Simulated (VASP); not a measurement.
# NaF (Fm-3m) in VASP: further runs

Runs on NaF. Level: LDA. Tasks: elastic constants.

All numbers are computed with VASP 6.6.1; they aren't measurements. Logs are shortened: lines on timing, memory, paths and dates and some standing lists are left out, and cuts for length are marked.

## 1. The cell of the first run

The structure is cubic, space group Fm-3m (No. 225). The conventional cell has a = 4.504 Å, b = 4.504 Å, c = 4.504 Å, α = 90.00°, β = 90.00°, γ = 90.00°. Within 3.0 Å of Na (site symmetry m-3m) lie 6 F at 2.25 Å. Within 3.0 Å of F (site symmetry m-3m) lie 6 Na at 2.25 Å.

## 2. Elastic constants, LDA

The input, INCAR:

```
  PREC = Accurate
  ENCUT = 600
  EDIFF = 1E-8
  ISMEAR = 0
  SIGMA = 0.01
  LREAL = F
  LASPH = T
  NELM = 100
  ALGO = Normal
  ISIF = 3
  LWAVE = F
  LCHARG = T
  GGA = CA
  NBANDS = 14
  IBRION = 6
  NFREE = 2
  POTIM = 0.015
  NSW = 1
```

The input, KPOINTS:

```
regular mesh
0
Gamma
  10 10 10
```

The input, POSCAR:

```
NaF
1.0
    0.0000000000      2.2517789485      2.2517789485
    2.2517789485      0.0000000000      2.2517789485
    2.2517789485      2.2517789485      0.0000000000
Na F
1 1
Direct
    0.0000000000      0.0000000000      0.0000000000
    0.5000000000      0.5000000000      0.5000000000
```

Potentials or basis: VASP PAW LDA potentials, release 64 (Na_pv, F).

Started as:

```sh
$ cat potpaw_LDA.64/Na_pv/POTCAR potpaw_LDA.64/F/POTCAR > POTCAR
$ mpirun -np 1 vasp_std > vasp.out
```

OUTCAR:

```text
PREC = Accurate
   ENCUT = 600
   EDIFF = 1E-8
   ISMEAR = 0
   LREAL = F
   LASPH = T
   NELM = 100
   ISIF = 3
   GGA = CA
   IBRION = 6
   NFREE = 2
   POTIM = 0.015
   NSW = 1

 ion  position               nearest neighbor table
   1  0.000  0.000  0.000-   2 2.25   2 2.25   2 2.25   2 2.25   2 2.25   2 2.25
   2  0.500  0.500  0.500-   1 2.25   1 2.25   1 2.25   1 2.25   1 2.25   1 2.25

  LATTYP: Found a face centered cubic cell.
 ALAT       =     4.5035578970

  Lattice vectors:

 A1 = (   0.0000000000,   2.2517789485,   2.2517789485)
 A2 = (   2.2517789485,   0.0000000000,   2.2517789485)
 A3 = (   2.2517789485,   2.2517789485,   0.0000000000)

Analysis of symmetry for initial positions (statically):
=====================================================================
 Subroutine PRICEL returns:
 Original cell was already a primitive cell.

 Routine SETGRP: Setting up the symmetry group for a
 face centered cubic supercell.

 Subroutine GETGRP returns: Found 48 space group operations
 (whereof 48 operations were pure point group operations)
 out of a pool of 48 trial point group operations.

The static configuration has the point symmetry O_h .

Analysis of symmetry for dynamics (positions and initial velocities):
=====================================================================
 Subroutine PRICEL returns:
 Original cell was already a primitive cell.

 Routine SETGRP: Setting up the symmetry group for a
 face centered cubic supercell.

 Subroutine GETGRP returns: Found 48 space group operations
 (whereof 48 operations were pure point group operations)
 out of a pool of 48 trial point group operations.

The dynamic configuration has the point symmetry O_h .

 Subroutine INISYM returns: Found 48 space group operations
 (whereof 48 operations are pure point group operations),
 and found     1 'primitive' translations

----------------------------------------------------------------------------------------

[... 736 lines left out ...]
      3     -20.6939      2.00000
      4     -20.2031      2.00000
      5      -3.4849      2.00000
      6      -2.5606      2.00000
      7      -2.4943      2.00000
      8       8.7770      0.00000
      9      11.6195      0.00000
     10      15.1035      0.00000
     11      18.0695      0.00000
     12      18.1159      0.00000
     13      24.3801      0.00000
     14      25.1616      0.00000

 [... further k-points ...]
[... 5 lines left out ...]
  --------------------------------------------------------------------------------------
  -------------------------------------------------------------------------------------
  Total       -0.0203321     -0.0254478     -0.0254478     -0.0000000      0.0000000      0.0000000
  in kB       -1.4265459     -1.7854733     -1.7854733     -0.0000000      0.0000000      0.0000000
  external PRESSURE =      -1.6658308 kB  Pullay stress =       0.0000000 kB
[... 17 lines left out ...]
  FREE ENERGIE OF THE ION-ELECTRON SYSTEM (eV)
  ---------------------------------------------------
  free  energy   TOTEN  =        -9.3341557850 eV

  energy  without entropy=       -9.3341557850  energy(sigma->0) =       -9.33415579

 INTERNAL STRAIN TENSORS FROM STRAINED CELLS
 ============================================

 INTERNAL STRAIN TENSOR FOR ION    1 for displacements in x,y,z  (eV/Angst):
          X           Y           Z          XY          YZ          ZX
  --------------------------------------------------------------------------------
  x     0.00000    -0.00000     0.00000    -0.00000     0.00000    -0.00000
  y     0.00000     0.00000    -0.00000     0.00000     0.00000    -0.00000
  z     0.00000     0.00000    -0.00000     0.00000    -0.00000     0.00000

 INTERNAL STRAIN TENSORS FROM DISPLACED ATOMS
 ============================================

 INTERNAL STRAIN TENSOR FOR ION    1 for displacements in x,y,z  (eV/Angst):
          X           Y           Z          XY          YZ          ZX
  --------------------------------------------------------------------------------
  x     0.00000     0.00000     0.00000     0.00000     0.00000     0.00000
  y     0.00000     0.00000     0.00000     0.00000     0.00000     0.00000
  z     0.00000     0.00000     0.00000     0.00000     0.00000     0.00000

 INTERNAL STRAIN TENSOR FOR ION    2 for displacements in x,y,z  (eV/Angst):
          X           Y           Z          XY          YZ          ZX
  --------------------------------------------------------------------------------
  x     0.00000     0.00000     0.00000     0.00000     0.00000     0.00000
  y     0.00000     0.00000     0.00000     0.00000     0.00000     0.00000
  z     0.00000     0.00000     0.00000     0.00000     0.00000     0.00000

 Eigenvectors and eigenvalues of the dynamical matrix
 ----------------------------------------------------

   1 f  =    8.372212 THz    52.604157 2PiTHz  279.266919 cm-1    34.624670 meV
             X         Y         Z           dx          dy          dz
      0.000000  0.000000  0.000000     0.000000    0.672545    0.000000
      2.251779  2.251779  2.251779     0.000000   -0.740056    0.000000
[... 21 lines left out ...]
   6 f/i=    0.001221 THz     0.007673 2PiTHz    0.040735 cm-1     0.005050 meV
             X         Y         Z           dx          dy          dz
      0.000000  0.000000  0.000000     0.000000    0.000000    0.740056
      2.251779  2.251779  2.251779     0.000000    0.000000    0.672545

--------------------------------------------------------------------------------------------------------

 ELASTIC MODULI CONTR FROM IONIC RELAXATION (kBar)
 Direction    XX          YY          ZZ          XY          YZ          ZX
 --------------------------------------------------------------------------------
 XX           0.0000      0.0000      0.0000      0.0000      0.0000      0.0000
 YY           0.0000      0.0000      0.0000      0.0000      0.0000      0.0000
 ZZ           0.0000      0.0000      0.0000      0.0000      0.0000      0.0000
 XY           0.0000      0.0000      0.0000      0.0000      0.0000      0.0000
 YZ           0.0000      0.0000      0.0000      0.0000      0.0000      0.0000
 ZX           0.0000      0.0000      0.0000      0.0000      0.0000      0.0000
 --------------------------------------------------------------------------------

 TOTAL ELASTIC MODULI (kBar)
 Direction    XX          YY          ZZ          XY          YZ          ZX
 --------------------------------------------------------------------------------
 XX        1349.1936    239.0948    239.0948      0.0000      0.0000     -0.0000
 YY         239.0948   1349.1936    239.0948     -0.0000      0.0000      0.0000
 ZZ         239.0948    239.0948   1349.1936      0.0000      0.0000      0.0000
 XY           0.0000     -0.0000      0.0000    285.4698      0.0000      0.0000
 YZ           0.0000      0.0000      0.0000      0.0000    285.4698      0.0000
 ZX          -0.0000      0.0000      0.0000      0.0000      0.0000    285.4698
 --------------------------------------------------------------------------------
```

stdout:

```text
POSCAR found type information on POSCAR NaF
 POSCAR found :  2 types and       2 ions
 scaLAPACK will be used
 LDA part: xc-table for (Slater(with rela. corr.)+CA(PZ))
 , standard interpolation
 POSCAR, INCAR and KPOINTS ok, starting setup
 FFT: planning ... GRIDC
 FFT: planning ... GRID_SOFT
 FFT: planning ... GRID
 WAVECAR not read
 entering main loop
 Found     2 degrees of freedom:
 Adding 6 more for cell shape distortion
 Finite differences POTIM= 0.01500 DOF=   8
 bond charge predicted
 Finite differences progress:
 bond charge predicted
 Finite differences progress:
 bond charge predicted
 Finite differences progress:
 bond charge predicted
 Finite differences progress:
 bond charge predicted
 Finite differences progress:
 bond charge predicted
 Finite differences progress:
 bond charge predicted
 Finite differences progress:
 bond charge predicted
 Finite differences progress:
 bond charge predicted
 Finite differences progress:
 bond charge predicted
 Finite differences progress:
 bond charge predicted
 Finite differences progress:
 bond charge predicted
 Finite differences progress:
 bond charge predicted
 Finite differences progress:
 bond charge predicted
 Finite differences progress:
 bond charge predicted
 Finite differences progress:
 bond charge predicted
 Finite differences progress:
```

It took 13 min on 1 thread of Oxide Virtual Turin-like, shared host; peak memory 0.24 GiB.

What came out:

- Elastic constants C11, C12, C44: 135, 24, 29 GPa
- Voigt bulk modulus: 61 GPa
- Highest phonon frequency at Γ, LO-TO splitting left out: 279 cm⁻¹

Phonon frequencies in cm⁻¹ (negative: imaginary):
```
              q point        frequencies
(0.000, 0.000, 0.000)  0 0 0 279 279 279
```

Elastic tensor in Voigt notation (GPa, in the Cartesian axes of the cell as first typed):
```
135  24  24   0   0   0
 24 135  24   0   0   0
 24  24 135   0   0   0
  0   0   0  29   0   0
  0   0   0   0  29   0
  0   0   0   0   0  29
```

Clamped-ion elastic tensor (GPa):
```
135  24  24   0   0   0
 24 135  24   0   0   0
 24  24 135   0   0   0
  0   0   0  29   0   0
  0   0   0   0  29   0
  0   0   0   0   0  29
```

## 3. Elastic constants, LDA

The input, INCAR:

```
SYSTEM = NaF
ALGO = Normal
EDIFF = 1E-8
ENCUT = 600
IBRION = 6
ISIF = 3
ISMEAR = 0
LASPH = .True.
LCHARG = .False.
LREAL = .False.
LWAVE = .False.
NBANDS = 14
NELM = 100
NFREE = 2
NSW = 1
POTIM = 0.015
PREC = Accurate
SIGMA = 0.01
```

The input, KPOINTS:

```
k-points
0
Gamma
  10 10 10
  0 0 0
```

POSCAR is that of step 2.

Potentials or basis: VASP PAW LDA potentials, release 64 (Na_pv, F).

Started as:

```sh
$ cat potpaw_LDA.64/Na_pv/POTCAR potpaw_LDA.64/F/POTCAR > POTCAR
$ mpirun -np 1 vasp_std > vasp.out
```

Wall time 13 min (1 thread of Oxide Virtual Turin-like, shared host); peak memory 0.24 GiB.

It converged, with:

```yaml
Elastic_constants_C11_C12_C44: 135, 24, 29 GPa
Voigt_bulk_modulus: 61 GPa
Highest_phonon_frequency_at_Γ_LO-TO_splitting_left_out: 279 cm⁻¹
```

Phonon frequencies in cm⁻¹ (negative: imaginary):
| q point | frequencies |
| --- | --- |
| (0.000, 0.000, 0.000) | 0 0 0 279 279 279 |

Elastic tensor in Voigt notation (GPa, in the Cartesian axes of the cell as first typed):
```
135  24  24   0   0   0
 24 135  24   0   0   0
 24  24 135   0   0   0
  0   0   0  29   0   0
  0   0   0   0  29   0
  0   0   0   0   0  29
```

Clamped-ion elastic tensor (GPa):
```
135  24  24   0   0   0
 24 135  24   0   0   0
 24  24 135   0   0   0
  0   0   0  29   0   0
  0   0   0   0  29   0
  0   0   0   0   0  29
```
